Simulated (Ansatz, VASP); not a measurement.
**One calculation of InO, two programs**

INCAR

```
SYSTEM = InO
PREC = Accurate
ENCUT = 520
EDIFF = 1E-6
ISMEAR = 0
SIGMA = 0.03
LREAL = .False.
LASPH = .True.
NELM = 100
ALGO = Normal
ISIF = 2
LWAVE = .False.
LCHARG = .False.
GGA = PE
NBANDS = 27
```

Contents of KPOINTS:

```
regular mesh
0
Gamma
  12 12 2
  0 0 0
```

Contents of POSCAR:

```
InO
1.0
    3.3672734563      0.0000000000      0.0000000000
   -1.6836367282      2.9161443546      0.0000000000
    0.0000000000      0.0000000000     16.2740275000
In O
2 2
Direct
    0.6666666667      0.3333333333      0.5900210000
    0.6666666667      0.3333333333      0.4099790000
    0.0000000000      0.0000000000      0.6398670000
    0.0000000000      0.0000000000      0.3601330000
```

Input for Ansatz:

```yaml
crystal:
  lattice:
    - [3.3672734563, 0.0, 0.0]
    - [-1.6836367282, 2.9161443546, 0.0]
    - [0.0, 0.0, 16.2740275]
  atoms:
    - { symbol: In, position: [0.6666666667, 0.3333333333, 0.590021] }
    - { symbol: In, position: [0.6666666667, 0.3333333333, 0.409979] }
    - { symbol: O, position: [0.0, 0.0, 0.639867] }
    - { symbol: O, position: [0.0, 0.0, 0.360133] }
basis:
  ecutwfc: 420
kpoints:
  mp_grid: { grid: [12, 12, 2] }
hamiltonian:
  xc: pbe
scf:
  occupations: { method: gaussian, width: 0.03 }
output:
  forces: true
  stress: true
  eigenvalues: true
```

Change from the starting cell: strain -0.025 along x and y, +0.025 along z, atoms carried along.

Alike in both runs: task single point; functional PBE; k mesh 12 × 12 × 2; occupations gaussian, width 0.03 eV; no spin polarisation.

```csv
,VASP,Ansatz
version,VASP 6.6.1,Ansatz 0.2.0
potentials or method,"VASP PAW PBE potentials, release 64 (In_d, O), cutoff 520 eV","scalar-relativistic, plane waves, PAW"
valence electrons in the cell,38,38
```

Ansatz gave:

* gap on the k mesh at the Fermi level (eV): 0.24
* least direct gap on the mesh (eV): 1.26
* rms of the force components (eV/Å): 0.262

Task: Estimate VASP's values.

Result: gap on the k mesh at the Fermi level (eV): 0.23; least direct gap on the mesh (eV): 1.24; rms of the force components (eV/Å): 0.283.

Atom by atom the forces differ by 0.022 eV/Å (rms over components). The functional is the same, so the differences come from potentials, cutoffs and numerics.
